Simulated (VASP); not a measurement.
Set up this calculation in VASP 6.6.1, as the native input.

| Property | Result |
| --- | --- |
| Task | single point |
| Functional | LDA |
| Potentials or basis | VASP PAW LDA potentials, release 64 (B, N) |
| Cutoff | 520 eV |
| k mesh | 12 × 12 × 4 |
| Occupations | gaussian, width 0.05 eV |
| Spin | no spin polarisation |
| Dipole correction | no |
| Further INCAR settings | ALGO = Normal; EDIFF = 1e-07; NBANDS = 16 |

The structure of BN lies in POSCAR:

```
BN
1.0
    2.6707478959      0.0000000000      0.0000000000
   -1.3353739480      2.1549757989      0.0000000000
    0.0000000000      0.0000000000      6.7336479570
B N
2 2
Direct
    0.3468325822      0.6936651644      0.2500000000
    0.6531674178      0.3063348356      0.7500000000
    0.3163355540      0.6326711081      0.7500000000
    0.6836644460      0.3673288919      0.2500000000
```

This cell differs from its parent crystal: normal strain along x +0.0733, normal strain along z +0.0367.

These files were run (other wordings do the same):

INCAR

```
PREC = Accurate
ENCUT = 520
EDIFF = 1E-7
ISMEAR = 0
SIGMA = 0.05
LREAL = F
LASPH = T
NELM = 80
ALGO = Normal
ISIF = 2
LWAVE = F
LCHARG = F
NBANDS = 16
```

KPOINTS

```
regular mesh
0
Gamma
  12 12 4
```

Potentials or basis: VASP PAW LDA potentials, release 64 (B, N).

Command:

```bash
$ cat potpaw_LDA.64/B/POTCAR potpaw_LDA.64/N/POTCAR > POTCAR
$ mpirun -np 1 vasp_std > vasp.out
```

It gave:

```json
{"Pressure": "-21.6 GPa", "Largest force": "0.011 eV/Å", "Band gap on the k mesh": "3.77 eV (least direct gap 4.06 eV)"}
```

Caveat: the cell differs from its parent crystal (normal strain along x +0.0733, normal strain along z +0.0367); the cell stands under tension.

It took 35 s on 1 thread of Intel(R) Xeon(R) 6975P-C (Granite Rapids) (shared host), peak memory 0.18 GiB.
